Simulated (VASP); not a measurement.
Rb2Ni: single point with PBE

Crystal: Rb2Ni.

```
CELL_PARAMETERS angstrom
3.65356 0.00000 0.00000
0.00000 3.65356 0.00000
0.00000 0.00000 7.08029
ATOMIC_POSITIONS crystal
Rb 0.00000 0.00000 0.76170
Rb 0.00000 0.00000 0.23830
Ni 0.50000 0.50000 0.00000
```

The cell was built from a structure type or drawn by symmetry, and may not be a known phase.

| Property | Result |
| --- | --- |
| Program | VASP 6.6.1 |
| Task | single point |
| Functional | PBE |
| Potentials or basis | VASP PAW PBE potentials, release 64 (Rb_sv, Ni) |
| Cutoff | 520 eV |
| k mesh | 6 × 6 × 4 |
| Occupations | gaussian, width 0.1 eV |
| Spin | collinear spin, ferromagnetic start |
| Starting moments | [0.0, 0.0, 2.0] μB |
| Dipole correction | no |
| Further INCAR settings | ALGO = Normal; EDIFF = 1e-07; NBANDS = 25 |

* Pressure: 6.3 GPa
* Largest force: 0.666 eV/Å
* Net moment: -0.30 μB per cell
* Site moments: Rb +0.01; Ni -0.37 μB
* Valence electrons inside the program's atomic spheres: Rb 7.36; Ni 9.13

Forces in eV/Å, atoms in the order of the input:
```
Rb   0.000  0.000 -0.666
Rb   0.000  0.000  0.666
Ni   0.000  0.000  0.000
```

Stress tensor (GPa, compression positive):
```
6.05 0.00 0.00
0.00 6.05 0.00
0.00 0.00 6.87
```

Levels at points of the mesh, in eV from the Fermi level:
Spin up:
```
           k point  band 11  band 12  band 13  band 14  band 15  band 16  band 17  band 18
(0.00, 0.00, 0.00)    -0.78    -0.48    -0.39    -0.39     0.08     0.76     3.30     3.43
(0.50, 0.00, 0.00)    -0.63    -0.53    -0.49     0.00     0.16     1.07     3.46     3.67
(0.50, 0.50, 0.00)    -0.53    -0.53    -0.01     0.22     0.98     0.98     1.17     3.54
(0.00, 0.00, 0.50)    -1.01    -0.72    -0.48    -0.39    -0.39     2.45     3.29     3.74
(0.50, 0.00, 0.50)    -0.62    -0.53    -0.44     0.21     0.79     0.82     2.14     3.83
(0.50, 0.50, 0.50)    -0.55    -0.55    -0.01     0.27     0.40     1.49     1.49     3.01
```
Spin down:
```tsv
k point	band 12	band 13	band 14	band 15	band 16	band 17
(0.00, 0.00, 0.00)	-0.67	-0.62	-0.62	0.11	0.82	3.24
(0.50, 0.00, 0.00)	-0.81	-0.75	-0.32	0.03	1.11	3.49
(0.50, 0.50, 0.00)	-0.75	-0.70	-0.12	1.00	1.00	1.19
(0.00, 0.00, 0.50)	-1.07	-0.67	-0.62	-0.62	2.49	3.33
(0.50, 0.00, 0.50)	-0.79	-0.75	-0.26	0.81	0.93	2.16
(0.50, 0.50, 0.50)	-0.77	-0.70	-0.05	0.46	1.50	1.50
```

Run time: 74 s on 1 thread of Intel(R) Xeon(R) 6975P-C (Granite Rapids), with other jobs on the host, peak memory 0.29 GiB.

Caveat: the cell stands under pressure.
